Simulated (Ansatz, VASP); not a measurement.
**Two plane-wave programs on Al8H**

Contents of INCAR:

```
SYSTEM = Al8H
  PREC = Accurate
  ENCUT = 520
  EDIFF = 1E-6
  ISMEAR = 0
  SIGMA = 0.1
  LREAL = Auto
  LASPH = .True.
  NELM = 100
  ALGO = Normal
  ISIF = 2
  LWAVE = .False.
  LCHARG = .False.
  LDIPOL = .True.
  IDIPOL = 3
  DIPOL = 0.5 0.5 0.289
  GGA = PE
  NBANDS = 40
```

KPOINTS

```
Automatic mesh
0
Gamma
  5 4 1
  0 0 0
```

Contents of POSCAR:

```
Al8H
1.0
    5.7135165837      0.0000000000      0.0000000000
    0.0000000000      8.0801326415      0.0000000000
    0.0000000000      0.0000000000     22.2432786975
Al H
16 2
Direct
    0.2500000000      0.2500000000      0.1798296040
    0.2500000000      0.7500000000      0.1798296040
    0.7500000000      0.2500000000      0.1798296040
    0.7500000000      0.7500000000      0.1798296040
    0.0000000000      0.0000000000      0.2440458181
    0.0000000000      0.5000000000      0.2440458181
    0.5000000000      0.0000000000      0.2440458181
    0.5000000000      0.5000000000      0.2440458181
    0.2500000000      0.2500000000      0.3102598702
    0.2500000000      0.7500000000      0.3102598702
    0.7500000000      0.2500000000      0.3102598702
    0.7500000000      0.7500000000      0.3102598702
    0.0000000000      0.0000000000      0.3705963860
    0.0000000000      0.5000000000      0.3705963860
    0.5000000000      0.0000000000      0.3705963860
    0.5000000000      0.5000000000      0.3705963860
    0.2500000000      0.1574891424      0.3908272164
    0.2500000000      0.3425108576      0.3908272164
```

Input for Ansatz:

```yaml
crystal:
  lattice:
    - [5.7135165837, 0.0, 0.0]
    - [0.0, 8.0801326415, 0.0]
    - [0.0, 0.0, 22.2432786975]
  atoms:
    - { symbol: Al, position: [0.25, 0.25, 0.179829604] }
    - { symbol: Al, position: [0.25, 0.75, 0.179829604] }
    - { symbol: Al, position: [0.75, 0.25, 0.179829604] }
    - { symbol: Al, position: [0.75, 0.75, 0.179829604] }
    - { symbol: Al, position: [0.0, 0.0, 0.2440458181] }
    - { symbol: Al, position: [0.0, 0.5, 0.2440458181] }
    - { symbol: Al, position: [0.5, 0.0, 0.2440458181] }
    - { symbol: Al, position: [0.5, 0.5, 0.2440458181] }
    - { symbol: Al, position: [0.25, 0.25, 0.3102598702] }
    - { symbol: Al, position: [0.25, 0.75, 0.3102598702] }
    - { symbol: Al, position: [0.75, 0.25, 0.3102598702] }
    - { symbol: Al, position: [0.75, 0.75, 0.3102598702] }
    - { symbol: Al, position: [0.0, 0.0, 0.370596386] }
    - { symbol: Al, position: [0.0, 0.5, 0.370596386] }
    - { symbol: Al, position: [0.5, 0.0, 0.370596386] }
    - { symbol: Al, position: [0.5, 0.5, 0.370596386] }
    - { symbol: H, position: [0.25, 0.1574891424, 0.3908272164] }
    - { symbol: H, position: [0.25, 0.3425108576, 0.3908272164] }
basis:
  ecutwfc: 420
kpoints:
  mp_grid: { grid: [5, 4, 1] }
hamiltonian:
  xc: pbe
  pseudopotentials: { kind: paw, azcp: { folder: soft_1 } }
scf:
  occupations: { method: gaussian, width: 0.1 }
output:
  forces: true
  eigenvalues: true
efield:
  axis: 3
  dipole_correction: true
  ramp_width: 0.04
```

Alike in both runs: task single point; functional PBE; k mesh 5 × 4 × 1; occupations gaussian, width 0.1 eV; no spin polarisation.

```csv
,VASP,Ansatz
version,VASP 6.6.1,Ansatz 0.2.0
potentials or method,"VASP PAW PBE potentials, release 64 (Al, H), cutoff 520 eV","scalar-relativistic, plane waves, PAW"
valence electrons in the cell,50,50
```

|  | VASP | Ansatz | Ansatz less VASP |
| --- | --- | --- | --- |
| gap on the k mesh at the Fermi level (eV) | none | none | - |
| rms of the force components (eV/Å) | 0.174 | 0.174 | +0.0002 |

Atom by atom the forces differ by 0.001 eV/Å (rms over components). A gap of «none» marks a metal or a gap that the smearing closes.
